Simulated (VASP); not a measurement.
Crystal: Ir.

```xyz
8
Lattice="4.8774 0.0000 0.0000 0.0000 4.8774 0.0000 0.0000 0.0000 4.8774" Properties=species:S:1:pos:R:3 pbc="T T T"
Ir    2.4387    2.4387    2.4387
Ir    0.0000    0.0000    0.0000
Ir    1.2193    0.0000    2.4387
Ir    2.4387    1.2193    0.0000
Ir    2.4387    3.6580    0.0000
Ir    3.6580    0.0000    2.4387
Ir    0.0000    2.4387    3.6580
Ir    0.0000    2.4387    1.2193
```

| Item | Value |
| --- | --- |
| Program | VASP 6.6.1 |
| Task | relaxation of cell and atoms |
| Functional | r2SCAN |
| Potentials or basis | VASP PAW PBE potentials, release 64 (Ir_sv_GW) |
| Cutoff | 550 eV |
| k mesh | 4 × 4 × 4 |
| Occupations | gaussian, width 0.1 eV |
| Spin | no spin polarisation |

At the start: pressure 4.9 GPa; volume 14.50 Å³/atom.

Question: How do energy, volume and symmetry change on relaxing?

Answer: Over 3 steps the energy falls by 2.9 meV/atom and the volume is 14.70 Å³/atom (+1.4 %); space group Pm-3n (No. 223, to 0.1 Å) before and after.

Step by step:
| step | energy change (eV) | largest force (eV/Å) | pressure (GPa) | volume (Å³) |
| --- | --- | --- | --- | --- |
| 1 | 0.0000 | 0.0000 | 4.88 | 116.03 |
| 2 | 0.2831 | 0.0000 | -15.49 | 123.61 |
| 3 | -0.0234 | 0.0000 | -0.09 | 117.63 |

Final structure:
```
CELL_PARAMETERS angstrom
4.89967 0.00000 0.00000
0.00000 4.89967 0.00000
0.00000 0.00000 4.89967
ATOMIC_POSITIONS crystal
Ir 0.50000 0.50000 0.50000
Ir 0.00000 0.00000 0.00000
Ir 0.25000 0.00000 0.50000
Ir 0.50000 0.25000 0.00000
Ir 0.50000 0.75000 0.00000
Ir 0.75000 0.00000 0.50000
Ir 0.00000 0.50000 0.75000
Ir 0.00000 0.50000 0.25000
```

Caveat: the PAW data sets were made with another functional, which shifts forces and pressure a little.
